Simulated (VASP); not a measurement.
Here is a VASP 6.6.1 calculation.

File INCAR:

```
PREC = Accurate
ENCUT = 600
EDIFF = 1E-6
ISMEAR = 0
SIGMA = 0.1
LREAL = F
LASPH = T
NELM = 100
ALGO = Normal
ISIF = 3
LWAVE = F
LCHARG = F
GGA = PE
IBRION = 2
NSW = 100
EDIFFG = -0.01
```

The input KPOINTS:

```
regular mesh
0
Gamma
  12 12 4
```

Contents of POSCAR:

```
Li3Ge2
1.0
    3.2597688300      0.0000000000      0.0000000000
   -1.6298844200      2.8230426200      0.0000000000
    0.0000000000      0.0000000000     11.3093043500
Li Ge
3 2
Direct
    0.0000000000      0.0000000000      0.0000000000
    0.3333333300      0.6666666700      0.2194190400
    0.6666666700      0.3333333300      0.7805809600
    0.6666666700      0.3333333300      0.4148931500
    0.3333333300      0.6666666700      0.5851068500
```

Potentials or basis: VASP PAW PBE potentials, release 64 (Li_sv, Ge_d).

Run with:

```console
$ cat potpaw_PBE.64/Li_sv/POTCAR potpaw_PBE.64/Ge_d/POTCAR > POTCAR
$ mpirun -np 1 vasp_std > vasp.out
```

(1) Estimate the space group after relaxing (to 0.05 Å).

(2) Predict the relaxed volume.

(3) Estimate the relaxed cell.

## Answers

(1) P-3m1 (No. 164).

(2) 20.00 Å³/atom.

(3) a = 3.209 Å, b = 3.209 Å, c = 11.216 Å, α = 90.00°, β = 90.00°, γ = 120.00°.

Caveat: the cutoff is under 1.25 times the usual one of these potentials, so pressure, stress and relaxed cells hold a basis-set (Pulay) error.
